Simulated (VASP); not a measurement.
Input of a VASP 6.6.1 run:

File INCAR:

```
SYSTEM = CuI
ALGO = Normal
EDIFF = 1E-6
ENCUT = 520
GGA = PE
GGA_COMPAT = .FALSE.
ISIF = 2
ISMEAR = -1
LASPH = .TRUE.
LCHARG = .FALSE.
LMAXMIX = 4
LORBIT = 11
LORBMOM = .TRUE.
LREAL = .FALSE.
LSORBIT = .TRUE.
LWAVE = .FALSE.
MAGMOM = 0 0 0 0 0 0
NBANDS = 30
NELM = 150
PREC = Accurate
SIGMA = 0.02
```

KPOINTS

```
k-points
0
G
  8 8 8
  0 0 0
```

POSCAR

```
CuI
1.0
    0.0000000000      2.8561103470      2.8561103470
    2.8561103470      0.0000000000      2.8561103470
    2.8561103470      2.8561103470      0.0000000000
Cu I
1 1
Direct
    0.0000000000      0.0000000000      0.0000000000
    0.5000000000      0.5000000000      0.5000000000
```

Potentials or basis: VASP PAW PBE potentials, release 64 (Cu, I).

Launch:

```bash
$ cat potpaw_PBE.64/Cu/POTCAR potpaw_PBE.64/I/POTCAR > POTCAR
$ mpirun -np 1 vasp_ncl > vasp.out
```

Task: What does it give for the net moment?

Result: 0.00 μB per cell.

Task: What does it give for the pressure?

Result: 1.5 GPa.

Moments on the atoms (μB; x, y, z):
```
Cu  0.00 0.00 0.00
I   0.00 0.00 0.00
```
